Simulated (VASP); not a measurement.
Runs of VASP 6.6.1 on BaS. The structure is that of space group Fm-3m (No. 225), or close to it. The cells are those of the table. 

```tsv
level	potentials or basis	cell	k mesh	smearing	gap on the mesh (eV)	pressure (GPa)
PBE	VASP PAW PBE potentials, release 64 (Ba_sv, S)	a = 4.532 Å, angles 60.0°, 2 atoms	10 × 10 × 10	gaussian 0.05 eV	2.12	1.0
PBE	VASP PAW PBE potentials, release 64 (Ba_sv, S)	a = 4.515 Å, angles 60.0°, 2 atoms	10 × 10 × 10	gaussian 0.05 eV	2.11	1.5
PBE	VASP PAW PBE potentials, release 64 (Ba_sv, S)	a = 4.546 Å, angles 60.0°, 2 atoms	10 × 10 × 10	gaussian 0.05 eV	2.14	0.6
PBE	VASP PAW PBE potentials, release 64 (Ba_sv, S)	a = 4.461 Å, angles 60.0°, 2 atoms	10 × 10 × 10	gaussian 0.05 eV	2.04	3.4
PBE	VASP PAW PBE potentials, release 64 (Ba_sv, S)	a = 4.546 Å, angles 60.0°, 2 atoms	10 × 10 × 10	methfessel-paxton 0.001 eV	2.14	0.6
LDA	VASP PAW LDA potentials, release 64 (Ba_sv, S)	a = 4.546 Å, angles 60.0°, 2 atoms	12 × 12 × 12	tetrahedron	1.94	-2.6
LDA	VASP PAW LDA potentials, release 64 (Ba_sv, S)	a = 4.546 Å, angles 60.0°, 2 atoms	10 × 10 × 10	gaussian 0.05 eV	1.94	-2.6
PBE	VASP PAW PBE potentials, release 64 (Ba_sv, S)	a = 4.692 Å, angles 60.0°, 2 atoms	10 × 10 × 10	gaussian 0.05 eV	2.26	-2.8
PBE	VASP PAW PBE potentials, release 64 (Ba_sv, S)	a = 4.484 Å, angles 60.0°, 2 atoms	10 × 10 × 10	gaussian 0.05 eV	(b)	2.5
PBE	VASP PAW PBE potentials, release 64 (Ba_sv, S)	a = 4.523, b = 4.546 Å, angles 59.8, 60.3, 59.8°, 2 atoms	10 × 10 × 10	gaussian 0.05 eV	2.10	1.0
PBE	VASP PAW PBE potentials, release 64 (Ba_sv, S)	a = 4.576 Å, angles 60.0°, 2 atoms	10 × 10 × 10	gaussian 0.05 eV	(a)	-0.3
```

Alike in all rows: task single point; no spin polarisation; cutoff (eV) 520.

Question: Estimate the missing entries.

Answer: (a) 2.17; (b) 2.07.

Caveats: spin-orbit coupling is left out, which moves the levels of the heavy elements.

A k mesh can miss the band edges, and the runs leave out spin-orbit coupling on Ba.
